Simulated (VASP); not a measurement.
The system is HoS4.

```xyz
5
Lattice="4.2786 0.0000 0.0000 -2.1393 3.7054 0.0000 0.0000 0.0000 8.8484" Properties=species:S:1:pos:R:3 pbc="T T T"
Ho    0.0000    0.0000    4.4242
S     0.0000    0.0000    6.9622
S     0.0000    0.0000    1.8862
S     0.0000    2.4703    2.7247
S     2.1393    1.2351    6.1237
```

The cell was generated, and may not be a known phase.

| Property | Result |
| --- | --- |
| Program | VASP 6.6.1 |
| Task | relaxation of cell and atoms |
| Functional | PBE |
| Potentials or basis | VASP PAW PBE potentials, release 64 (Ho_3, S), 4f in core |
| Cutoff | 500 eV |
| k mesh | 12 × 12 × 4 |
| Occupations | gaussian, width 0.1 eV |
| Spin | no spin polarisation |

At the start: pressure 0.1 GPa; volume 28.06 Å³/atom.

Where does the relaxation end?

Over 28 steps the energy falls by 2.5 meV/atom and the volume is 29.46 Å³/atom (+5.0 %); space group P-3m1 (No. 164, to 0.1 Å) before and after.

The path:
```
step  energy change (eV)  largest force (eV/Å)  pressure (GPa)  volume (Å³)
   1              0.0000                0.1143            0.12       140.28
   2             -0.0019                0.1020           -0.23       140.70
   3             -0.0021                0.1046           -0.16       140.60
   4             -0.0035                0.0785           -0.01       140.20
   5             -0.0041                0.0432            0.19       139.65
   6             -0.0053                0.0398            0.12       140.12
   7             -0.0062                0.0699           -0.06       141.51
   8             -0.0063                0.0615           -0.02       141.15
   9             -0.0069                0.0269            0.06       141.31
  10             -0.0073                0.0199            0.16       141.53
  11             -0.0075                0.0169            0.15       141.64
  12             -0.0082                0.0130            0.11       141.94
  13             -0.0092                0.0109            0.04       142.56
  14             -0.0105                0.0458           -0.09       143.79
  15             -0.0104                0.1122           -0.33       146.24
  16             -0.0109                0.0733           -0.20       144.89
  17             -0.0113                0.0595           -0.16       145.13
  18             -0.0120                0.0172           -0.05       145.85
  19             -0.0114                0.0806            0.20       147.27
  20             -0.0121                0.0189            0.03       146.26
  21             -0.0121                0.0186            0.02       146.23
  22             -0.0120                0.0176           -0.01       146.04
  23             -0.0121                0.0183            0.02       146.19
  24             -0.0121                0.0178            0.01       146.27
  25             -0.0121                0.0159            0.00       146.51
  26             -0.0122                0.0122           -0.03       147.01
  27             -0.0122                0.0099           -0.02       147.08
  28             -0.0123                0.0052            0.01       147.29
```

Final structure:
```yaml
crystal:
  lattice:
    - [4.27343, 0.00000, 0.00000]
    - [-2.13671, 3.70090, 0.00000]
    - [0.00000, 0.00000, 9.31278]
  atoms:
    - { symbol: Ho, position: [0.00000, 0.00000, 0.50000] }
    - { symbol: S, position: [0.00000, 0.00000, 0.77369] }
    - { symbol: S, position: [0.00000, 0.00000, 0.22631] }
    - { symbol: S, position: [0.33333, 0.66667, 0.32043] }
    - { symbol: S, position: [0.66667, 0.33333, 0.67957] }
```

Caveat: this functional lacks dispersion, which binds layers or chains, so the pressure and a relaxed spacing across them are unreliable; the run has no spin polarisation, though such a crystal can be magnetic.
